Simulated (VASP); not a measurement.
# FeNi3 (I4/mmm) in VASP: single point with PBEsol

Aim: the single point of FeNi3 with PBEsol.

Everything below comes from runs of VASP 6.6.1. Logs are shortened: lines on timing, memory, paths and dates and some standing lists are left out, and cuts for length are marked.

## 1. The cell of the first run

The structure is tetragonal, space group I4/mmm (No. 139). The conventional cell has a = 3.534 Å, b = 3.534 Å, c = 7.079 Å, α = 90.00°, β = 90.00°, γ = 90.00°. Within 3.3 Å of Fe (site symmetry 4/mmm) lie 12 Ni at 2.50 Å. Ni (site symmetry 4/mmm) has 4 Fe at 2.50 Å and 8 Ni at 2.50 Å within 3.3 Å. Within 3.3 Å of Ni (site symmetry -4m2) lie 8 Ni at 2.50 Å and 4 Fe at 2.50 Å.

## 2. Single point, PBEsol, collinear spin, ferromagnetic start

File INCAR:

```
PREC = Accurate
ENCUT = 520
EDIFF = 1E-7
ISMEAR = -1
SIGMA = 0.15
LREAL = F
LASPH = T
NELM = 150
ALGO = Normal
ISIF = 2
LWAVE = F
LCHARG = T
ISPIN = 2
MAGMOM = 2.4 1 1 1
LORBIT = 11
LMAXMIX = 4
GGA = PS
LELF = T
LVHAR = T
NBANDS = 31
```

File KPOINTS:

```
Automatic mesh
0
Gamma
  9 9 9
```

File POSCAR:

```
FeNi3
1.0
   -1.7669790000      1.7669790000      3.5395920000
    1.7669790000     -1.7669790000      3.5395920000
    1.7669790000      1.7669790000     -3.5395920000
Fe Ni
1 3
Direct
    0.0000000000      0.0000000000      0.0000000000
    0.5000000000      0.5000000000      0.0000000000
    0.7500000000      0.2500000000      0.5000000000
    0.2500000000      0.7500000000      0.5000000000
```

Potentials or basis: VASP PAW PBE potentials, release 64 (Fe, Ni).

Command:

```
$ cat potpaw_PBE.64/Fe/POTCAR potpaw_PBE.64/Ni/POTCAR > POTCAR
$ mpirun -np 1 vasp_std > vasp.out
```

OUTCAR:

```text
PREC = Accurate
   ENCUT = 520
   EDIFF = 1E-7
   ISMEAR = -1
   LREAL = F
   LASPH = T
   NELM = 150
   ISIF = 2
   ISPIN = 2
   LORBIT = 11
   GGA = PS

 ion  position               nearest neighbor table
   1  0.000  0.000  0.000-   2 2.50   2 2.50   2 2.50   2 2.50   4 2.50   3 2.50   4 2.50   4 2.50
                             3 2.50   3 2.50   4 2.50   3 2.50
   2  0.500  0.500  0.000-   1 2.50   1 2.50   1 2.50   1 2.50   4 2.50   3 2.50   4 2.50   3 2.50
                             4 2.50   4 2.50   3 2.50   3 2.50
   3  0.750  0.250  0.500-   4 2.50   4 2.50   4 2.50   4 2.50   2 2.50   1 2.50   2 2.50   1 2.50
                             2 2.50   2 2.50   1 2.50   1 2.50
   4  0.250  0.750  0.500-   3 2.50   3 2.50   3 2.50   3 2.50   2 2.50   1 2.50   2 2.50   2 2.50
                             1 2.50   1 2.50   2 2.50   1 2.50

  LATTYP: Found a body centered tetragonal cell.
 ALAT       =     3.5339580000
 C/A-ratio  =     2.0031884929

  Lattice vectors:

 A1 = (  -1.7669790000,   1.7669790000,   3.5395920000)
 A2 = (   1.7669790000,  -1.7669790000,   3.5395920000)
 A3 = (   1.7669790000,   1.7669790000,  -3.5395920000)

Analysis of symmetry for initial positions (statically):
=====================================================================
 Subroutine PRICEL returns:
 Original cell was already a primitive cell.

 Routine SETGRP: Setting up the symmetry group for a
 body centered tetragonal supercell.

 Subroutine GETGRP returns: Found 16 space group operations
 (whereof 16 operations were pure point group operations)
 out of a pool of 16 trial point group operations.

The static configuration has the point symmetry D_4h.

Analysis of symmetry for dynamics (positions and initial velocities):
=====================================================================
 Subroutine PRICEL returns:
 Original cell was already a primitive cell.

 Routine SETGRP: Setting up the symmetry group for a
 body centered tetragonal supercell.

 Subroutine GETGRP returns: Found 16 space group operations
 (whereof 16 operations were pure point group operations)
 out of a pool of 16 trial point group operations.

The dynamic configuration has the point symmetry D_4h.

Analysis of structural, dynamic, and magnetic symmetry:
=====================================================================
 Subroutine PRICEL returns:
 Original cell was already a primitive cell.

 Routine SETGRP: Setting up the symmetry group for a
 body centered tetragonal supercell.

 Subroutine GETGRP returns: Found 16 space group operations
 (whereof 16 operations were pure point group operations)
 out of a pool of 16 trial point group operations.

The overall configuration has the point symmetry D_4h.

 Subroutine INISYM returns: Found 16 space group operations
 (whereof 16 operations are pure point group operations),
 and found     1 'primitive' translations

----------------------------------------------------------------------------------------

                                     Primitive cell

  volume of cell :      44.2055

  direct lattice vectors                    reciprocal lattice vectors
    -1.766979000  1.766979000  3.539592000     0.000000000  0.282968841  0.141259219
     1.766979000 -1.766979000  3.539592000     0.282968841  0.000000000  0.141259219
     1.766979000  1.766979000 -3.539592000     0.282968841  0.282968841  0.000000000

  length of vectors
     4.332798299  4.332798299  4.332798299     0.316268133  0.316268133  0.400178373

  position of ions in fractional coordinates (direct lattice)
     0.000000000  0.000000000  0.000000000
     0.500000000  0.500000000  0.000000000
     0.750000000  0.250000000  0.500000000
     0.250000000  0.750000000  0.500000000

  ion indices of the primitive-cell ions
   primitive index   ion index
                 1           1
                 2           2
                 3           3
                 4           4

----------------------------------------------------------------------------------------

 KPOINTS: Automatic mesh

Automatic generation of k-mesh.
 Grid dimensions read from file:
 generate k-points for:    9    9    9

 Generating k-lattice:

  Cartesian coordinates                     Fractional coordinates (reciprocal lattice)
     0.000000000  0.031440982  0.015695469     0.111111111 -0.000000000  0.000000000
     0.031440982  0.000000000  0.015695469    -0.000000000  0.111111111  0.000000000
     0.031440982  0.031440982  0.000000000     0.000000000  0.000000000  0.111111111

  Length of vectors
     0.035140904  0.035140904  0.044464264

  Shift w.r.t. Gamma in fractional coordinates (k-lattice)
     0.000000000  0.000000000  0.000000000

 Subroutine IBZKPT returns following result:
 ===========================================

 Found     75 irreducible k-points:

 Following reciprocal coordinates:
            Coordinates               Weight
  0.000000  0.000000  0.000000      1.000000
  0.111111  0.000000  0.000000      8.000000
  0.222222  0.000000  0.000000      8.000000
  0.333333  0.000000 -0.000000      8.000000
  0.444444  0.000000  0.000000      8.000000
  0.111111  0.111111  0.000000      8.000000
[... 16 lines left out ...]
 -0.333333  0.333333  0.000000      4.000000
  0.444444  0.444444 -0.000000      8.000000
 [... further k-points ...]
   k-points           NKPTS =     75   k-points in BZ     NKDIM =     75   number of bands    NBANDS=     31
   number of dos      NEDOS =    301   number of ions     NIONS =      4
   total plane-waves  NPLWV =  32768
   dimension x,y,z NGX =    32 NGY =   32 NGZ =   32
   dimension x,y,z NGXF=    64 NGYF=   64 NGZF=   64
   ions per type =               1   3
   NGX,Y,Z   is equivalent  to a cutoff of  12.28, 12.28, 12.28 a.u.
   NGXF,Y,Z  is equivalent  to a cutoff of  24.56, 24.56, 24.56 a.u.
 SYSTEM =  unknown system
   PREC   = accura    normal or accurate (medium, high low for compatibility)
   ISTART =      0    job   : 0-new  1-cont  2-samecut
   ICHARG =      2    charge: 1-file 2-atom 10-const
   ISPIN  =      2    spin polarized calculation?
   LNONCOLLINEAR =      F non collinear calculations
   LSORBIT =      F    spin-orbit coupling
   LASPH  =      T    aspherical Exc in radial PAW
   ENCUT  =  520.0 eV  38.22 Ry    6.18 a.u.   8.06  8.06  8.06*2*pi/ulx,y,z
   NELM   =    150;   NELMIN=  2; NELMDL= -5     # of ELM steps
   EDIFF  = 0.1E-06   stopping-criterion for ELM
   LREAL  =      F    real-space projection
   EDIFFG = 0.1E-05   stopping-criterion for IOM
   NSW    =      0    number of steps for IOM
   IBRION =     -1    ionic relax: 0-MD 1-quasi-New 2-CG
   NFREE  =      0    steps in history (QN), initial steepest desc. (CG)
   ISIF   =      2    stress and relaxation
   ISYM   =      2    0-nonsym 1-usesym 2-fastsym
   POTIM  = 0.5000    time-step for ionic-motion
   TEBEG  =    0.0;   TEEND  =   0.0 temperature during run
   PSTRESS=    0.0 pullay stress
   NELECT =      38.0000    total number of electrons
   NUPDOWN=      -1.0000    fix difference up-down
   EMIN   =  10.00;   EMAX   =-10.00  energy-range for DOS
   EFERMI =   0.00;   METHOD = LEGACY
   ISMEAR =    -1;   SIGMA  =   0.15  broadening in eV -4-tet -1-fermi 0-gaus
   EFERMI_NEDOS =   21; number of points for ismear=-14 and -15
   IALGO  =     38    algorithm
   IMIX   =      4    mixing-type and parameters
     AMIX     =   0.40;   BMIX     =  1.00
     AMIX_MAG =   1.60;   BMIX_MAG =  1.00
  volume/ion in A,a.u.               =      11.05        74.58
  Fermi-wavevector in a.u.,A,eV,Ry     =   1.556601  2.941550 32.967017  2.423007
  Thomas-Fermi vector in A             =   2.660373
   LORBIT       =     11    0 simple, 1 ext, 2 COOP (PROOUT), +10 PAW based schemes
   GGA     = PS    functional components
   LHFCALC =     F    Hartree Fock is set to
   AEXX    =    0.0000 exact exchange contribution
   IVDW    =     0    specifies the selected vdW correction
   LEPSILON=     F    determine dielectric tensor
   LRPA    =     F    only Hartree local field effects (RPA)
 spin polarized calculation
  energy-cutoff  :      520.00
  volume of cell :       44.21
 maximum number of plane-waves:      1213
   NGX = 17   NGY = 17   NGZ = 17

 number of electron      37.9999974 magnetization       4.4788205

 Free energy of the ion-electron system (eV)
  ---------------------------------------------------
  ext. energy  EPLUGINS =         0.00000000
  ---------------------------------------------------
  free energy    TOTEN  =       -27.68825877 eV

  energy without entropy =      -27.37751145  energy(sigma->0) =      -27.53288511

 E-fermi :   8.3614     XC(G=0): -13.3626

 val. band max:        8.3562675843   @ k =   0.4444   0.2222  -0.0000
 cond. band min:       8.3622855106   @ k =  -0.3333   0.3333   0.0000
 fundamental gap:      0.0060179263
 Fermi energy:         8.3614280867

 spin component 1

 k-point     1 :       0.0000    0.0000    0.0000
  band No.  band energies     occupation
      1      -0.6806      1.00000
      2       3.3855      1.00000
      3       3.9326      1.00000
      4       4.0264      1.00000
      5       4.6210      1.00000
      6       4.9559      1.00000
[... 805 lines left out ...]
     30      22.0388      0.00000
     31      29.0064      0.00000

 [... further k-points ...]

 spin component 2

 k-point     1 :       0.0000    0.0000    0.0000
  band No.  band energies     occupation
      1      -0.6076      1.00000
      2       4.1807      1.00000
      3       4.8639      1.00000
      4       5.0131      1.00000
      5       5.2242      1.00000
      6       5.8554      1.00000
[... 805 lines left out ...]
     30      22.4870      0.00000
     31      29.2030      0.00000

 [... further k-points ...]

------------------------ aborting loop because EDIFF is reached ----------------------------------------

  FORCE on cell =-STRESS in cart. coord.  units (eV):
  Direction    XX          YY          ZZ          XY          YZ          ZX
  --------------------------------------------------------------------------------------
  -------------------------------------------------------------------------------------
  Total       -2.2475215     -2.2475215     -2.2334464      0.0000000     -0.0000000      0.0000000
  in kB      -81.4588864    -81.4588864    -80.9487506      0.0000000     -0.0000000      0.0000000
  external PRESSURE =     -81.2888411 kB  Pullay stress =       0.0000000 kB

 VOLUME and BASIS-vectors are now :
 -----------------------------------------------------------------------------
  energy-cutoff  :      520.00
  volume of cell :       44.21
      direct lattice vectors                 reciprocal lattice vectors
    -1.766979000  1.766979000  3.539592000     0.000000000  0.282968841  0.141259219
     1.766979000 -1.766979000  3.539592000     0.282968841  0.000000000  0.141259219
     1.766979000  1.766979000 -3.539592000     0.282968841  0.282968841  0.000000000

 POSITION                                       TOTAL-FORCE (eV/Angst)
 -----------------------------------------------------------------------------------
      0.00000      0.00000      0.00000         0.000000     -0.000000      0.000000
      0.00000      0.00000      3.53959         0.000000     -0.000000      0.000000
      0.00000      1.76698      1.76980        -0.000000      0.000000     -0.000000
      1.76698      0.00000      1.76980         0.000000     -0.000000     -0.000000
 -----------------------------------------------------------------------------------
    total drift:                               -0.000000     -0.000000      0.000000

  FREE ENERGIE OF THE ION-ELECTRON SYSTEM (eV)
  ---------------------------------------------------
  free  energy   TOTEN  =       -27.6882587675 eV

  energy  without entropy=      -27.3775114535  energy(sigma->0) =      -27.53288511

 total charge

# of ion       s       p       d       tot
------------------------------------------
    1        0.474   0.508   6.140   7.123
    2        0.511   0.512   8.327   9.349
    3        0.509   0.520   8.320   9.349
    4        0.509   0.520   8.320   9.349
--------------------------------------------------
tot          2.003   2.061  31.107  35.171

 magnetization (x)

# of ion       s       p       d       tot
------------------------------------------
    1        0.010  -0.006   2.769   2.774
    2       -0.018  -0.031   0.612   0.563
    3       -0.016  -0.043   0.636   0.577
    4       -0.016  -0.043   0.636   0.577
--------------------------------------------------
tot         -0.040  -0.123   4.654   4.490
```

It took 5.6 min on 1 thread of Intel Xeon Platinum 8375C at 2.90GHz (Ice Lake), shared host; peak memory 0.3 GiB.

Results:

```
Free energy                                           : -27.6883 eV
Pressure                                              : -8.1 GPa
Net moment                                            : 4.48 μB per cell
Site moments                                          : Fe +2.77; Ni +0.56, +0.58 (each value once) μB
Valence electrons inside the program's atomic spheres : Fe 7.12; Ni 9.35
```

Caveat: the cell stands under tension; the PAW data sets were made with another functional, which shifts forces and pressure a little.
